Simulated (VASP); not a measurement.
# C (P1) in VASP: notebook

The runs below take C through single point, with PBE.

Everything below comes from runs of VASP 6.6.1. Logs are shortened: lines on timing, memory, paths and dates and some standing lists are left out, and cuts for length are marked.

### Step 1. The cell of the first run

The typed cell holds 8 atoms: a = 3.557 Å, b = 3.909 Å, c = 4.036 Å, α = 90.94°, β = 97.33°, γ = 107.12°.

### Step 2. Single point, PBE

INCAR reads:

```
  PREC = Accurate
  ENCUT = 520
  EDIFF = 1E-6
  ISMEAR = 0
  SIGMA = 0.1
  LREAL = False
  LASPH = True
  NELM = 100
  ALGO = Normal
  ISIF = 2
  LWAVE = False
  LCHARG = False
  GGA = PE
  NBANDS = 26
```

KPOINTS reads:

```
regular mesh
0
Gamma
  6 6 4
```

POSCAR reads:

```
C
1.0
    3.5570727531      0.0000000000      0.0000000000
   -1.1505170000      3.7354162644      0.0000000000
   -0.5152261515     -0.2278394296      3.9968055683
C
8
Direct
    0.2424745925      0.4299154507      0.7860403758
    0.5896923059      0.0429840717      0.0397520389
    0.8909061774      0.4470667387      0.5600039173
    0.2795772214      0.0682557785      0.7104361758
    0.8855890997      0.4048402734      0.9636702065
    0.6549572854      0.6987723409      0.9017434277
    0.8516465200      0.8265001301      0.6028527919
    0.6051567977      0.0816652160      0.4355010662
```

Potentials or basis: VASP PAW PBE potentials, release 64 (C).

On the command line:

```sh
cat potpaw_PBE.64/C/POTCAR > POTCAR
mpirun -np 1 vasp_std > vasp.out
```

OUTCAR:

```text
PREC = Accurate
   ENCUT = 520
   EDIFF = 1E-6
   ISMEAR = 0
   LREAL = False
   LASPH = True
   NELM = 100
   ISIF = 2
   GGA = PE

 ion  position               nearest neighbor table
   1  0.242  0.430  0.786-   3 1.47   4 1.49   5 1.52   6 1.54
   2  0.590  0.043  0.040-   6 1.54   5 1.56   8 1.59   4 1.64
   3  0.891  0.447  0.560-   1 1.47   8 1.52   7 1.54   5 1.64
   4  0.280  0.068  0.710-   1 1.49   7 1.54   2 1.64   8 1.69
   5  0.886  0.405  0.964-   1 1.52   2 1.56   6 1.60   3 1.64
   6  0.655  0.699  0.902-   7 1.49   2 1.54   1 1.54   5 1.60
   7  0.852  0.827  0.603-   6 1.49   3 1.54   4 1.54   8 1.61
   8  0.605  0.082  0.436-   3 1.52   2 1.59   7 1.61   4 1.69

  LATTYP: Found a triclinic cell.
 ALAT       =     6.0095537232
 B/A-ratio  =     1.1678716619
 C/A-ratio  =     0.9502394803
 COS(alpha) =     0.0048683585
 COS(beta)  =     0.5338255561
 COS(gamma) =     0.8189304413

  Lattice vectors:

 A1 = (  -4.7075897531,   3.7354162644,   0.0000000000)
 A2 = (  -4.1923636016,   3.9632556940,  -3.9968055683)
 A3 = (  -4.0722989046,  -0.2278394296,   3.9968055683)

Analysis of symmetry for initial positions (statically):
=====================================================================
 Subroutine PRICEL returns:
 Original cell was already a primitive cell.

 Routine SETGRP: Setting up the symmetry group for a
 triclinic supercell.

 Subroutine GETGRP returns: Found  1 space group operations
 (whereof  1 operations were pure point group operations)
 out of a pool of  2 trial point group operations.

The static configuration has the point symmetry C_1 .

Analysis of symmetry for dynamics (positions and initial velocities):
=====================================================================
 Subroutine PRICEL returns:
 Original cell was already a primitive cell.

 Routine SETGRP: Setting up the symmetry group for a
 triclinic supercell.

 Subroutine GETGRP returns: Found  1 space group operations
 (whereof  1 operations were pure point group operations)
 out of a pool of  2 trial point group operations.

The dynamic configuration has the point symmetry C_1 .

 Subroutine INISYM returns: Found  1 space group operations
 (whereof  1 operations are pure point group operations),
 and found     1 'primitive' translations

----------------------------------------------------------------------------------------

                                     Primitive cell

  volume of cell :      53.1061

  direct lattice vectors                    reciprocal lattice vectors
     3.557072753  0.000000000  0.000000000     0.281130038  0.086588713  0.041176351
    -1.150517000  3.735416264  0.000000000     0.000000000  0.267707781  0.015260784
    -0.515226151 -0.227839430  3.996805568     0.000000000  0.000000000  0.250199812

  length of vectors
     3.557072753  3.908583380  4.036313113     0.297030631  0.268142402  0.250199812

  position of ions in fractional coordinates (direct lattice)
     0.242474593  0.429915451  0.786040376
     0.589692306  0.042984072  0.039752039
     0.890906177  0.447066739  0.560003917
     0.279577221  0.068255779  0.710436176
     0.885589100  0.404840273  0.963670206
     0.654957285  0.698772341  0.901743428
     0.851646520  0.826500130  0.602852792
     0.605156798  0.081665216  0.435501066

  ion indices of the primitive-cell ions
   primitive index   ion index
                 1           1
                 2           2
                 3           3
                 4           4
                 5           5
                 6           6
                 7           7
                 8           8

----------------------------------------------------------------------------------------

 KPOINTS: regular mesh

Automatic generation of k-mesh.
 Grid dimensions read from file:
 generate k-points for:    6    6    4

 Generating k-lattice:

  Cartesian coordinates                     Fractional coordinates (reciprocal lattice)
     0.046855006  0.014431452  0.006862725     0.166666667  0.000000000 -0.000000000
     0.000000000  0.044617964  0.002543464     0.000000000  0.166666667  0.000000000
     0.000000000  0.000000000  0.062549953     0.000000000  0.000000000  0.250000000

  Length of vectors
     0.049505105  0.044690400  0.062549953

  Shift w.r.t. Gamma in fractional coordinates (k-lattice)
     0.000000000  0.000000000  0.000000000

 Subroutine IBZKPT returns following result:
 ===========================================

 Found     76 irreducible k-points:

 Following reciprocal coordinates:
            Coordinates               Weight
  0.000000  0.000000  0.000000      1.000000
  0.166667  0.000000  0.000000      2.000000
  0.333333  0.000000  0.000000      2.000000
  0.500000  0.000000  0.000000      1.000000
  0.000000  0.166667  0.000000      2.000000
  0.166667  0.166667  0.000000      2.000000
[... 16 lines left out ...]
  0.333333  0.000000  0.250000      2.000000
  0.500000  0.000000  0.250000      2.000000
 [... further k-points ...]
   k-points           NKPTS =     76   k-points in BZ     NKDIM =     76   number of bands    NBANDS=     26
   number of dos      NEDOS =    301   number of ions     NIONS =      8
   total plane-waves  NPLWV =  25200
   dimension x,y,z NGX =    28 NGY =   30 NGZ =   30
   dimension x,y,z NGXF=    56 NGYF=   60 NGZF=   60
   ions per type =               8
   NGX,Y,Z   is equivalent  to a cutoff of  13.09, 12.76, 12.36 a.u.
   NGXF,Y,Z  is equivalent  to a cutoff of  26.17, 25.52, 24.71 a.u.
 SYSTEM =  unknown system
   PREC   = accura    normal or accurate (medium, high low for compatibility)
   ISTART =      0    job   : 0-new  1-cont  2-samecut
   ICHARG =      2    charge: 1-file 2-atom 10-const
   ISPIN  =      1    spin polarized calculation?
   LNONCOLLINEAR =      F non collinear calculations
   LSORBIT =      F    spin-orbit coupling
   LASPH  =      T    aspherical Exc in radial PAW
   ENCUT  =  520.0 eV  38.22 Ry    6.18 a.u.   6.61  7.27  7.50*2*pi/ulx,y,z
   NELM   =    100;   NELMIN=  2; NELMDL= -5     # of ELM steps
   EDIFF  = 0.1E-05   stopping-criterion for ELM
   LREAL  =      F    real-space projection
   EDIFFG = 0.1E-04   stopping-criterion for IOM
   NSW    =      0    number of steps for IOM
   IBRION =     -1    ionic relax: 0-MD 1-quasi-New 2-CG
   NFREE  =      0    steps in history (QN), initial steepest desc. (CG)
   ISIF   =      2    stress and relaxation
   ISYM   =      2    0-nonsym 1-usesym 2-fastsym
   POTIM  = 0.5000    time-step for ionic-motion
   TEBEG  =    0.0;   TEEND  =   0.0 temperature during run
   PSTRESS=    0.0 pullay stress
   NELECT =      32.0000    total number of electrons
   NUPDOWN=      -1.0000    fix difference up-down
   EMIN   =  10.00;   EMAX   =-10.00  energy-range for DOS
   EFERMI =   0.00;   METHOD = LEGACY
   ISMEAR =     0;   SIGMA  =   0.10  broadening in eV -4-tet -1-fermi 0-gaus
   EFERMI_NEDOS =   21; number of points for ismear=-14 and -15
   IALGO  =     38    algorithm
   IMIX   =      4    mixing-type and parameters
     AMIX     =   0.40;   BMIX     =  1.00
     AMIX_MAG =   1.60;   BMIX_MAG =  1.00
  volume/ion in A,a.u.               =       6.64        44.80
  Fermi-wavevector in a.u.,A,eV,Ry     =   1.382749  2.613016 26.014254  1.911994
  Thomas-Fermi vector in A             =   2.507411
   LORBIT       =      0    0 simple, 1 ext, 2 COOP (PROOUT), +10 PAW based schemes
   GGA     = PE    functional components
   LHFCALC =     F    Hartree Fock is set to
   AEXX    =    0.0000 exact exchange contribution
   IVDW    =     0    specifies the selected vdW correction
   LEPSILON=     F    determine dielectric tensor
   LRPA    =     F    only Hartree local field effects (RPA)
 non-spin polarized calculation
 Gauss-broadening in eV      SIGMA  =   0.10
  energy-cutoff  :      520.00
  volume of cell :       53.11
 maximum number of plane-waves:      1443
 NGX is ok and might be reduce to    28

 number of electron      32.0000001 magnetization

 Free energy of the ion-electron system (eV)
  ---------------------------------------------------
  ext. energy  EPLUGINS =         0.00000000
  ---------------------------------------------------
  free energy    TOTEN  =       -66.35955007 eV

  energy without entropy =      -66.35955007  energy(sigma->0) =      -66.35955007

 E-fermi :   8.4564     XC(G=0): -12.1595

 val. band max:        8.0507623841   @ k =   0.5000   0.0000   0.5000
 cond. band min:      10.3144775049   @ k =   0.1667   0.1667   0.5000
 fundamental gap:      2.2637151208
 Fermi energy:         8.4563731790

 k-point     1 :       0.0000    0.0000    0.0000
  band No.  band energies     occupation
      1     -13.9051      2.00000
      2      -7.0957      2.00000
      3      -6.2332      2.00000
      4      -5.8933      2.00000
      5      -4.5599      2.00000
      6      -2.8092      2.00000
[... 18 lines left out ...]
     25      19.2061      0.00000
     26      19.5310      0.00000

 k-point     2 :       0.1667    0.0000    0.0000
  band No.  band energies     occupation
      1     -13.6550      2.00000
      2      -7.7286      2.00000
      3      -6.5790      2.00000
      4      -5.6412      2.00000
      5      -4.7917      2.00000
      6      -2.7509      2.00000
[... 18 lines left out ...]
     25      18.5995      0.00000
     26      19.3079      0.00000

 k-point     3 :       0.3333    0.0000    0.0000
  band No.  band energies     occupation
      1     -12.9566      2.00000
      2      -9.3681      2.00000
      3      -6.6168      2.00000
      4      -5.5793      2.00000
      5      -4.6746      2.00000
      6      -3.0670      2.00000
[... 18 lines left out ...]
     25      18.0463      0.00000
     26      18.5307      0.00000

 k-point     4 :       0.5000    0.0000    0.0000
  band No.  band energies     occupation
      1     -12.3156      2.00000
      2     -10.4159      2.00000
      3      -6.3863      2.00000
      4      -5.9582      2.00000
      5      -4.3383      2.00000
      6      -3.2388      2.00000
[... 18 lines left out ...]
     25      17.7883      0.00000
     26      18.4158      0.00000

 k-point     5 :       0.0000    0.1667    0.0000
  band No.  band energies     occupation
      1     -13.6894      2.00000
      2      -8.4441      2.00000
      3      -6.1191      2.00000
      4      -5.4034      2.00000
      5      -4.1926      2.00000
      6      -2.7846      2.00000
[... 18 lines left out ...]
     25      18.1626      0.00000
     26      19.0990      0.00000

 k-point     6 :       0.1667    0.1667    0.0000
  band No.  band energies     occupation
      1     -13.3195      2.00000
      2      -8.7854      2.00000
      3      -7.5734      2.00000
      4      -5.0954      2.00000
      5      -4.1429      2.00000
      6      -1.8823      2.00000
[... 427 lines left out ...]
 k-point    21 :       0.0000    0.0000    0.2500
  band No.  band energies     occupation
      1     -13.7126      2.00000
      2      -8.1284      2.00000
      3      -6.3246      2.00000
      4      -5.8170      2.00000
      5      -3.7325      2.00000
      6      -2.7992      2.00000
[... 18 lines left out ...]
     25      18.4599      0.00000
     26      19.4063      0.00000

 k-point    22 :       0.1667    0.0000    0.2500
  band No.  band energies     occupation
      1     -13.4304      2.00000
      2      -8.4296      2.00000
      3      -6.7596      2.00000
      4      -6.1337      2.00000
      5      -3.9634      2.00000
      6      -2.8377      2.00000
[... 18 lines left out ...]
     25      18.4881      0.00000
     26      19.2417      0.00000

 k-point    23 :       0.3333    0.0000    0.2500
  band No.  band energies     occupation
      1     -12.7080      2.00000
      2      -9.4956      2.00000
      3      -7.1011      2.00000
      4      -6.1663      2.00000
      5      -4.6402      2.00000
      6      -2.2806      2.00000
[... 18 lines left out ...]
     25      17.5950      0.00000
     26      18.2280      0.00000

 k-point    24 :       0.5000    0.0000    0.2500
  band No.  band energies     occupation
      1     -12.1244      2.00000
      2     -10.3165      2.00000
      3      -6.9567      2.00000
      4      -5.9702      2.00000
      5      -5.1210      2.00000
      6      -2.5201      2.00000
[... 18 lines left out ...]
     25      17.6449      0.00000
     26      18.6565      0.00000

 [... further k-points ...]

------------------------ aborting loop because EDIFF is reached ----------------------------------------

  FORCE on cell =-STRESS in cart. coord.  units (eV):
  Direction    XX          YY          ZZ          XY          YZ          ZX
  --------------------------------------------------------------------------------------
  -------------------------------------------------------------------------------------
  Total        0.2141693      0.1692644      0.2204049     -0.0374571      0.0061801     -0.0246085
  in kB        6.4613464      5.1065959      6.6494699     -1.1300550      0.1864481     -0.7424221
  external PRESSURE =       6.0724707 kB  Pullay stress =       0.0000000 kB

 VOLUME and BASIS-vectors are now :
 -----------------------------------------------------------------------------
  energy-cutoff  :      520.00
  volume of cell :       53.11
      direct lattice vectors                 reciprocal lattice vectors
     3.557072753  0.000000000  0.000000000     0.281130038  0.086588713  0.041176351
    -1.150517000  3.735416264  0.000000000     0.000000000  0.267707781  0.015260784
    -0.515226151 -0.227839430  3.996805568     0.000000000  0.000000000  0.250199812

 POSITION                                       TOTAL-FORCE (eV/Angst)
 -----------------------------------------------------------------------------------
     -0.03711      1.42682      3.14165         0.056638      0.025660      0.018153
      2.02764      0.15151      0.15888        -0.007972      0.016728     -0.016617
      2.36613      1.54239      2.23823        -0.034651     -0.014392     -0.008440
      0.54991      0.09310      2.83948         0.031030     -0.019336     -0.002820
      2.18782      1.29268      3.85160        -0.022963     -0.020300      0.006664
      1.06118      2.40475      3.60409        -0.011636     -0.013390      0.039782
      1.76786      2.94997      2.40949         0.006803      0.020082     -0.046932
      1.83425      0.20583      1.74061        -0.017247      0.004950      0.010210
 -----------------------------------------------------------------------------------
    total drift:                               -0.000286      0.000118     -0.000061

  FREE ENERGIE OF THE ION-ELECTRON SYSTEM (eV)
  ---------------------------------------------------
  free  energy   TOTEN  =       -66.3595500704 eV

  energy  without entropy=      -66.3595500704  energy(sigma->0) =      -66.35955007
```

It took 72 s on 1 thread of AMD EPYC 7R43 (Zen 3), shared host; peak memory 0.17 GiB.

Results:

```
Free energy            : -66.3596 eV
Pressure               : 0.6 GPa
Largest force          : 0.065 eV/Å
Band gap on the k mesh : 2.26 eV (least direct gap 2.59 eV)
```

Forces in eV/Å, atoms in the order of the input:
```
C    0.057  0.026  0.018
C   -0.008  0.017 -0.017
C   -0.035 -0.014 -0.008
C    0.031 -0.019 -0.003
C   -0.023 -0.020  0.007
C   -0.012 -0.013  0.040
C    0.007  0.020 -0.047
C   -0.017  0.005  0.010
```

Stress tensor (GPa, compression positive):
```
 0.65 -0.11 -0.07
-0.11  0.51  0.02
-0.07  0.02  0.66
```

### Step 3. Single point, PBE

This run uses another cell than the first one, of the same volume but with other edges.

INCAR reads:

```
SYSTEM = C
ALGO = Normal
EDIFF = 1E-6
ENCUT = 520
GGA = PE
ISIF = 2
ISMEAR = 0
LASPH = .TRUE.
LCHARG = .FALSE.
LREAL = .FALSE.
LWAVE = .FALSE.
NBANDS = 26
NELM = 100
PREC = Accurate
SIGMA = 0.1
```

KPOINTS reads:

```
k-points
0
G
  6 6 6
  0 0 0
```

POSCAR reads:

```
C
1.0
    0.3448191341      1.8242151490      3.4395294577
    2.9197207373     -0.9938500942      4.7510985799
    2.3717517194      2.6150424960     -0.4348713556
C
8
Direct
    0.2159558266      0.2139596242     -0.2424745925
    0.0827361107     -0.0397520389      0.4103076941
    0.0070706559      0.4399960827      1.1090938226
   -0.2213080457      0.2895638242      0.7204227786
    0.3685104798      0.0363297935      1.1144109003
    0.6005157685      0.0982565723      0.3450427146
    0.4293529221      0.3971472081      1.1483534800
    0.5171662822      0.5644989338      0.3948432023
```

Potentials or basis: VASP PAW PBE potentials, release 64 (C).

On the command line:

```sh
cat potpaw_PBE.64/C/POTCAR > POTCAR
mpirun -np 1 vasp_std > vasp.out
```

Wall time 2.3 min (1 thread of AMD EPYC 7R43 (Zen 3), shared host); peak memory 0.2 GiB.

The run converged. Its results:

```yaml
Free_energy: -66.3594 eV
Pressure: 0.6 GPa
Largest_force: 0.054 eV/Å
Band_gap_on_the_k_mesh: 2.20 eV (least direct gap 2.59 eV)
```

Forces in eV/Å, atoms in the order of the input:
```
C   -0.046 -0.017  0.023
C   -0.006  0.019 -0.009
C    0.045 -0.016  0.019
C   -0.007 -0.035 -0.014
C   -0.025  0.042 -0.014
C   -0.020  0.035 -0.023
C    0.032 -0.027  0.032
C    0.027 -0.001 -0.014
```

Levels at points of the mesh, in eV from the valence-band top:
```tsv
k point	band 14	band 15	band 16	band 17	band 18	band 19
(0.00, 0.00, 0.00)	-3.83	-3.61	-2.44	3.37	3.98	5.39
(0.50, 0.00, 0.00)	-3.67	-3.61	-1.80	2.65	3.26	3.89
(0.00, 0.50, 0.00)	-4.35	-2.05	-0.85	2.41	3.63	4.67
(0.50, 0.50, 0.00)	-3.93	-3.44	-2.13	3.00	4.19	4.67
(0.00, 0.00, 0.50)	-3.58	-2.66	-2.24	3.36	5.05	6.43
(0.50, 0.00, 0.50)	-3.13	-2.07	-0.69	2.78	4.23	4.59
(0.00, 0.50, 0.50)	-3.40	-2.74	0.00	2.66	4.85	5.28
(0.50, 0.50, 0.50)	-3.05	-2.28	-1.04	3.55	4.90	6.05
```
